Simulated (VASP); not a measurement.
Wanted: the native input for a VASP 6.6.1 run.

| Property | Result |
| --- | --- |
| Task | electric field gradients |
| Functional | LDA |
| Potentials or basis | VASP PAW LDA potentials, release 64 (Si, N) |
| Cutoff | 520 eV |
| k mesh | 4 × 4 × 10 |
| Occupations | fermi-dirac, width 0.02 eV |
| Spin | no spin polarisation |
| Dipole correction | no |
| Further INCAR settings | ALGO = Normal; EDIFF = 1e-08; NBANDS = 45 |

The structure of Si3N4 lies in POSCAR:

```
Si3N4
1.0
    7.6020000000      0.0000000000      0.0000000000
   -3.8010000000      6.5835251196      0.0000000000
    0.0000000000      0.0000000000      2.9060000000
Si N
6 8
Direct
    0.7679629882      0.1740749981      0.2500000000
    0.5938879901      0.7679629882      0.7500000000
    0.8259250019      0.5938879901      0.2500000000
    0.2320370118      0.8259250019      0.7500000000
    0.4061120099      0.2320370118      0.2500000000
    0.1740749981      0.4061120099      0.7500000000
    0.0299534657      0.3298803251      0.2500000000
    0.7000731406      0.0299534657      0.7500000000
    0.6701196749      0.7000731406      0.2500000000
    0.9700465343      0.6701196749      0.7500000000
    0.2999268594      0.9700465343      0.2500000000
    0.3298803251      0.2999268594      0.7500000000
    0.6666666667      0.3333333333      0.2500000000
    0.3333333333      0.6666666667      0.7500000000
```

These files were run (other wordings do the same):

INCAR

```
SYSTEM = Si3N4
ALGO     = Normal         ! electronic algorithm
EDIFF    = 1E-8           ! SCF threshold, eV
ENCUT    = 520            ! plane-wave cutoff, eV
GGA      = CA             ! functional
ISIF     = 2              ! what is computed and relaxed
ISMEAR   = -1             ! smearing method
LASPH    = .TRUE.         ! aspherical terms in the spheres
LCHARG   = .FALSE.        ! write CHGCAR
LEFG     = .TRUE.       
LREAL    = .FALSE.        ! projectors in reciprocal space
LWAVE    = .FALSE.        ! write WAVECAR
NBANDS   = 45             ! bands
NELM     = 100            ! most SCF steps
PREC     = Accurate       ! precision mode
SIGMA    = 0.02           ! smearing width, eV
```

KPOINTS

```
k-points
0
G
  4 4 10
  0 0 0
```

Potentials or basis: VASP PAW LDA potentials, release 64 (Si, N).

The run is started by

```console
$ cat potpaw_LDA.64/Si/POTCAR potpaw_LDA.64/N/POTCAR > POTCAR
$ mpirun -np 1 vasp_std > vasp.out
```

It gave:

```yaml
Pressure: -2.8 GPa
Largest_force: 0.035 eV/Å
Band_gap_on_the_k_mesh: 4.14 eV (least direct gap 4.34 eV)
Largest_electric_field_gradient_by_atom: Si +9.6; N -44.4, -43.7 (each value once) V/Å²
```

Caveat: without QUAD_EFG the Cq values of the log hold for a quadrupole moment of 1 mb, not for the nuclei.

It took 72 s on 1 thread of Intel(R) Xeon(R) 6975P-C (Granite Rapids), with other jobs on the host, peak memory 0.28 GiB.
